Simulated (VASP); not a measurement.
A run of VASP 6.6.1:

File INCAR:

```
SYSTEM = Ir
PREC     = Accurate       ! precision mode
ENCUT    = 520            ! plane-wave cutoff, eV
EDIFF    = 1E-6           ! SCF threshold, eV
ISMEAR   = -1             ! smearing method
SIGMA    = 0.05           ! smearing width, eV
LREAL    = .False.        ! projectors in reciprocal space
LASPH    = .True.         ! aspherical terms in the spheres
NELM     = 60             ! most SCF steps
ALGO     = Normal         ! electronic algorithm
ISIF     = 2              ! what is computed and relaxed
LWAVE    = .False.        ! write WAVECAR
LCHARG   = .False.        ! write CHGCAR
GGA      = PS             ! functional
NBANDS   = 16             ! bands
```

Contents of KPOINTS:

```
regular mesh
0
Gamma
  9 9 5
  0 0 0
```

The input POSCAR:

```
Ir
1.0
    2.7513778946      0.0000000000      0.0000000000
   -1.3756889473      2.3827631521      0.0000000000
    0.0000000000      0.0000000000      4.5515358000
Ir
2
Direct
    0.3333333333      0.6666666667      0.2500000000
    0.6666666667      0.3333333333      0.7500000000
```

Potentials or basis: VASP PAW PBE potentials, release 64 (Ir).

Launch:

```bash
$ cat potpaw_PBE.64/Ir/POTCAR > POTCAR
$ mpirun -np 1 vasp_std > vasp.out
```

Hardware: 1 thread of Intel(R) Xeon(R) 6975P-C (Granite Rapids) (shared host).

Problem. Estimate the wall time of this run.

Solution. It took 6.1 s on 1 thread of Intel(R) Xeon(R) 6975P-C (Granite Rapids), with other jobs on the host, peak memory 0.15 GiB. Counts: scf iterations 11, k points 36.
